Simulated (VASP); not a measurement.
A run of VASP 6.6.1:

The input INCAR:

```
  ALGO = Normal
  EDIFF = 1E-6
  ENCUT = 500
  GGA = PE
  GGA_COMPAT = False
  ISIF = 2
  ISMEAR = 0
  LASPH = True
  LCHARG = True
  LELF = True
  LREAL = False
  LVHAR = True
  LWAVE = False
  NBANDS = 41
  NELM = 120
  PREC = Accurate
  SIGMA = 0.02
```

KPOINTS

```
k-points
0
Gamma
  6 6 6
```

The input POSCAR:

```
Si4Ge
1.0
   -4.2286984036      4.2286984036      2.6748552337
    4.2286984036     -4.2286984036      2.6748552337
    4.2286984036      4.2286984036     -2.6748552337
Si Ge
8 2
Direct
    0.3932354666      0.1964397817      0.6000347785
    0.5432006881      0.6432354666      0.6967956849
    0.3567645334      0.0535602183      0.8999652215
    0.9464397817      0.8464050032      0.3032043151
    0.2067993119      0.6067645334      0.8032043151
    0.1535949968      0.4567993119      0.1000347785
    0.8035602183      0.4035949968      0.1967956849
    0.5964050032      0.7932006881      0.3999652215
    0.0000000000      0.0000000000      0.0000000000
    0.7500000000      0.2500000000      0.5000000000
```

Potentials or basis: VASP PAW PBE potentials, release 64 (Si, Ge_d).

Run with:

```console
$ cat potpaw_PBE.64/Si/POTCAR potpaw_PBE.64/Ge_d/POTCAR > POTCAR
$ mpirun -np 1 vasp_std > vasp.out
```

Hardware: 1 thread of Oxide Virtual Turin-like Processor (shared host).

Question: Estimate the wall time of this run.

Answer: Wall time 5.8 min on 1 thread of Oxide Virtual Turin-like Processor (shared host), peak memory 0.39 GiB. Counts: scf iterations 14, k points 36.
